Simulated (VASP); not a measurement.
Runs of VASP 6.6.1 on BAs (zincblende type). The structure is that of space group F-43m (No. 216), or close to it. The cells are those of the table. 

```csv
cell,gap on the mesh (eV),pressure (GPa)
"a = 2.771 Å, angles 60.0°, 2 atoms",0.62,276.9
"a = 3.383 Å, angles 60.0°, 2 atoms",1.37,0.3
"a = 2.915 Å, angles 60.0°, 2 atoms",(a),154.8
"a = 3.241 Å, angles 60.0°, 2 atoms",1.23,24.0
"a = 3.032 Å, angles 60.0°, 2 atoms",0.98,(b)
```

Alike in all rows: task single point; level r2SCAN; potentials or basis VASP PAW PBE potentials, release 64 (B, As); no spin polarisation; k mesh 15 × 15 × 15; cutoff (eV) 520; smearing fermi-dirac 0.05 eV.

Question: Fill in the values left out.

Answer: (a) 0.84; (b) 90.8.

Caveats: the PAW data sets were made with another functional, which shifts forces and pressure a little.

A k mesh can miss the band edges, and the runs leave out spin-orbit coupling on As.
